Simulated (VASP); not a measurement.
## Al2BAs2: single point with PBE

The system is Al2BAs2.

```
Al B As
1.0
    -2.10712    2.10712    5.54651
     2.10712   -2.10712    5.54651
     2.10712    2.10712   -5.54651
Al B As
2 1 2
Direct
  0.38810 0.38810 0.00000
  0.61190 0.61190 0.00000
  0.00000 0.00000 0.00000
  0.25000 0.75000 0.50000
  0.75000 0.25000 0.50000
```

The cell was built from a structure type or drawn by symmetry, and may not be a known phase.

| Item | Value |
| --- | --- |
| Program | VASP 6.6.1 |
| Task | single point |
| Functional | PBE |
| Potentials or basis | VASP PAW PBE potentials, release 64 (Al, B, As) |
| Cutoff | 520 eV |
| k mesh | 6 × 6 × 6 |
| Occupations | gaussian, width 0.1 eV |
| Spin | no spin polarisation |
| Dipole correction | no |
| Further INCAR settings | ALGO = Normal; EDIFF = 1e-07; NBANDS = 18 |

```yaml
Pressure: 0.1 GPa
Largest_force: 0.039 eV/Å
Band_gap_on_the_k_mesh: zero (an odd number of electrons rules out a gap without spin polarisation)
```

Forces on the atoms (eV/Å):
```
Al   0.000  0.000  0.039
Al   0.000  0.000 -0.039
B    0.000  0.000  0.000
As   0.000  0.000  0.000
As   0.000  0.000  0.000
```

Stress tensor (GPa, compression positive):
```
 0.13  0.00  0.00
 0.00  0.13  0.00
 0.00  0.00 -0.06
```

Levels at points of the mesh, in eV from the Fermi level:
```tsv
k point	band 8	band 9	band 10	band 11	band 12	band 13
(0.00, 0.00, 0.00)	-0.81	-0.73	-0.73	-0.47	1.41	1.41
(0.50, 0.00, 0.00)	-2.54	-2.27	-1.59	0.81	1.22	2.19
(0.50, 0.50, 0.00)	-3.05	-1.64	-0.71	1.04	2.57	3.62
(0.50, 0.50, 0.50)	-0.39	-0.34	0.48	0.48	1.05	1.05
```

Wall time 68 s on 1 thread of AMD EPYC 7R13 Processor (Zen 3) (shared host), peak memory 0.31 GiB.
